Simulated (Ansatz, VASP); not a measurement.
# One calculation of S, two programs

```
S
1.0
     5.21020    3.00811    1.45818
    -5.21020    3.00811    1.45818
     0.00000   -6.01622    1.45818
S
6
Direct
  0.59428 0.35371 0.24326
  0.24326 0.59428 0.35371
  0.35371 0.24326 0.59428
  0.40572 0.64629 0.75674
  0.75674 0.40572 0.64629
  0.64629 0.75674 0.40572
```

Alike in both runs: functional PBEsol; k mesh 5 × 5 × 5; occupations fermi-dirac, width 0.05 eV; no spin polarisation.

Ansatz relaxed the structure, and its values are those at the end. VASP's run is a single point on that final structure, the one shown.

```csv
,VASP,Ansatz
version,VASP 6.6.1,Ansatz 0.2.0
potentials or method,"VASP PAW PBE potentials, release 64 (S), cutoff 520 eV","plane waves (420 eV) with PAW, scalar-relativistic"
valence electrons in the cell,36,36
```

|  | VASP | Ansatz | Ansatz less VASP |
| --- | --- | --- | --- |
| gap on the k mesh at the Fermi level (eV) | 2.13 | 2.09 | -0.048 |
| pressure (GPa) | -0.4 | 0.0 | +0.38 |
| rms of the force components (eV/Å) | 0.061 | 0.005 | -0.0566 |

VASP's potentials were made for PBE, not for PBEsol, and Ansatz warns of the same on its side. The functional is the same, so the differences come from potentials, cutoffs and numerics.
